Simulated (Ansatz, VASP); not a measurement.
Be in VASP and in Ansatz

File INCAR:

```
SYSTEM = Be
  PREC = Accurate
  ENCUT = 520
  EDIFF = 1E-6
  ISMEAR = 0
  SIGMA = 0.1
  LREAL = .False.
  LASPH = .True.
  NELM = 80
  ALGO = Normal
  ISIF = 2
  LWAVE = .False.
  LCHARG = .True.
  GGA = PE
  LELF = .True.
  LVHAR = .True.
  NBANDS = 15
```

The input KPOINTS:

```
regular mesh
0
Gamma
  6 6 6
  0 0 0
```

Contents of POSCAR:

```
Be
1.0
    0.0000000000      3.0195211000      3.0195211000
    3.0195211000      0.0000000000      3.0195211000
    3.0195211000      3.0195211000      0.0000000000
Be
6
Direct
    0.2500000000      0.2500000000      0.2500000000
    0.5000000000      0.5000000000      0.5000000000
    0.8678885100      0.8678885100      0.8678885100
    0.8678885100      0.8678885100      0.3963344800
    0.8678885100      0.3963344800      0.8678885100
    0.3963344800      0.8678885100      0.8678885100
```

Input for Ansatz:

```yaml
crystal:
  lattice:
    - [0.0, 3.0195211, 3.0195211]
    - [3.0195211, 0.0, 3.0195211]
    - [3.0195211, 3.0195211, 0.0]
  atoms:
    - { symbol: Be, position: [0.25, 0.25, 0.25] }
    - { symbol: Be, position: [0.5, 0.5, 0.5] }
    - { symbol: Be, position: [0.86788851, 0.86788851, 0.86788851] }
    - { symbol: Be, position: [0.86788851, 0.86788851, 0.39633448] }
    - { symbol: Be, position: [0.86788851, 0.39633448, 0.86788851] }
    - { symbol: Be, position: [0.39633448, 0.86788851, 0.86788851] }
basis:
  ecutwfc: 420
kpoints:
  mp_grid: { grid: [6, 6, 6] }
hamiltonian:
  xc: pbe
scf:
  occupations: { method: gaussian, width: 0.1 }
  lower_state_search: "off"
output:
  forces: true
  stress: true
  eigenvalues: true
```

Alike in both runs: task single point; functional PBE; k mesh 6 × 6 × 6; occupations gaussian, width 0.1 eV; no spin polarisation.

|  | VASP | Ansatz |
| --- | --- | --- |
| version | VASP 6.6.1 | Ansatz 0.2.0 |
| potentials or method | VASP PAW PBE potentials, release 64 (Be), cutoff 520 eV | scalar-relativistic, plane waves, PAW |
| valence electrons in the cell | 12 | 12 |

```csv
,VASP,Ansatz,Ansatz less VASP
gap on the k mesh at the Fermi level (eV),none,none,-
pressure (GPa),-10.0,-10.1,-0.10
rms of the force components (eV/Å),0.881,0.873,-0.0080
```

Atom by atom the forces differ by 0.008 eV/Å (rms over components). A gap of «none» marks a metal or a gap that the smearing closes. The functional is the same, so the differences come from potentials, cutoffs and numerics.
